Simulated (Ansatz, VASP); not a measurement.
One calculation of Sr, two programs

```xyz
2
Lattice="4.3026 0.0000 0.0000 -2.1513 3.7262 0.0000 0.0000 0.0000 7.1215" Properties=species:S:1:pos:R:3 pbc="T T T"
Sr    0.0000    2.4841    1.7804
Sr    2.1513    1.2421    5.3411
```

Alike in both runs: functional r2SCAN; k mesh 12 × 12 × 6; occupations gaussian, width 0.1 eV; no spin polarisation.

Ansatz relaxed the structure, and its values are those at the end. VASP's run is a single point on that final structure, the one shown.

|  | VASP | Ansatz |
| --- | --- | --- |
| version | VASP 6.6.1 | Ansatz 0.2.0 |
| potentials or method | VASP PAW PBE potentials, release 64 (Sr_sv), cutoff 520 eV | scalar-relativistic, plane waves, PAW |
| valence electrons in the cell | 20 | 20 |

|  | VASP | Ansatz | Ansatz less VASP |
| --- | --- | --- | --- |
| gap on the k mesh at the Fermi level (eV) | none | none | - |
| pressure (GPa) | 0.0 | 0.0 | -0.01 |

VASP's potentials were made for PBE, not for r2SCAN. A gap of «none» marks a metal or a gap that the smearing closes.
